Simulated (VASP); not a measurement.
Input of a VASP 6.6.1 run:

The input INCAR:

```
ALGO = Normal
EDIFF = 1E-7
ENCUT = 520
GGA = PS
ISIF = 2
ISMEAR = 0
LASPH = T
LCHARG = F
LREAL = F
LWAVE = F
NBANDS = 28
NELM = 100
PREC = Accurate
SIGMA = 0.1
```

Contents of KPOINTS:

```
k-points
0
Gamma
  6 6 6
```

The input POSCAR:

```
Ru
1.0
    4.2397979375      0.0000000000      0.0000000000
   -2.1198989688      3.6717727208      0.0000000000
    0.0000000000      0.0000000000      2.6280304036
Ru
3
Direct
    0.0000000000      0.0000000000      0.0000000000
    0.3333333333      0.6666666667      0.5000000000
    0.6666666667      0.3333333333      0.5000000000
```

Potentials or basis: VASP PAW PBE potentials, release 64 (Ru_pv).

Launch:

```console
$ cat potpaw_PBE.64/Ru_pv/POTCAR > POTCAR
$ mpirun -np 1 vasp_std > vasp.out
```

**Question.** What does it give for the pressure?

**Answer.** 0.3 GPa.

**Question.** What does it give for the band gap on the k mesh?

**Answer.** Zero (band 21 reaches 13.99 eV, above the bottom of band 22 at 11.53 eV).

Stress tensor (GPa, compression positive):
```
-1.29  0.00  0.00
 0.00 -1.29  0.00
 0.00  0.00  3.50
```

Caveat: the k points lie up to 0.40 Å⁻¹ apart; the PAW data sets were made with another functional, which shifts forces and pressure a little.
